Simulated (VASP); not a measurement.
Crystal: HfO2.

```
Hf O
1.0
     5.28815    0.00000    0.00000
     0.00000    5.07062    0.00000
     0.00000    0.00000    5.09891
Hf O
4 8
Cartesian
  5.1136 3.7143 3.7805
  2.8186 3.7143 1.2311
  2.4695 1.3563 3.7805
  0.1745 1.3563 1.2311
  3.3428 4.7088 4.4833
  4.5894 4.7088 1.9339
  1.2372 2.7375 2.5102
  1.4069 2.7375 5.0596
  4.0510 2.3331 5.0596
  3.8812 2.3331 2.5102
  0.6987 0.3618 4.4833
  1.9454 0.3618 1.9339
```

Base run:

```yaml
Program: VASP 6.6.1
Functional: SVWN5
Potentials_or_basis: VASP PAW PBE potentials, release 64 (Hf_pv, O)
Cutoff: 520 eV
k_mesh: 5 × 6 × 5
Occupations: fermi-dirac, width 0.05 eV
Spin: no spin polarisation
```

Its results: band gap on the k mesh 4.12 eV, indirect (least direct gap 4.34 eV); pressure -17.0 GPa; largest force 0.216 eV/Å.

**Question.** The run is repeated on the same cell with these changes: functional from SVWN5 to RPBE. What comes out?

**Answer.** Band gap on the k mesh 4.38 eV, indirect (least direct gap 4.57 eV); pressure 1.2 GPa; largest force 0.108 eV/Å.

RPBE binds less tightly than SVWN5, so the same cell stands under more pressure.

Caveats: the PAW data sets were made with another functional, which shifts forces and pressure a little; spin-orbit coupling is left out, which moves the levels of the heavy elements.

A k mesh can miss the band edges.
